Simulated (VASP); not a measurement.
Ir: single point with PBEsol

The system is Ir.

```
CELL_PARAMETERS angstrom
0.00000 1.96751 1.96751
1.96751 0.00000 1.96751
1.96751 1.96751 0.00000
ATOMIC_POSITIONS crystal
Ir 0.00000 0.00000 0.00000
```

```
Program             : VASP 6.6.1
Task                : single point
Functional          : PBEsol
Potentials or basis : VASP PAW PBE potentials, release 64 (Ir)
Cutoff              : 500 eV
k mesh              : 15 × 15 × 15
Occupations         : fermi-dirac, width 0.1 eV
Spin                : no spin polarisation
```

```yaml
Pressure: -24.9 GPa
```

Levels at points of the mesh, in eV from the Fermi level:
```
           k point  band 1  band 2  band 3  band 4  band 5  band 6  band 7  band 8
(0.00, 0.00, 0.00)  -10.40   -3.48   -3.48   -3.48   -1.07   -1.07   14.45   19.58
```

It took 11 s on 1 thread of Intel(R) Xeon(R) Platinum 8488C (Sapphire Rapids) (shared host), peak memory 0.13 GiB.

Caveat: the PAW data sets were made with another functional, which shifts forces and pressure a little; spin-orbit coupling is left out, which moves the levels of the heavy elements.
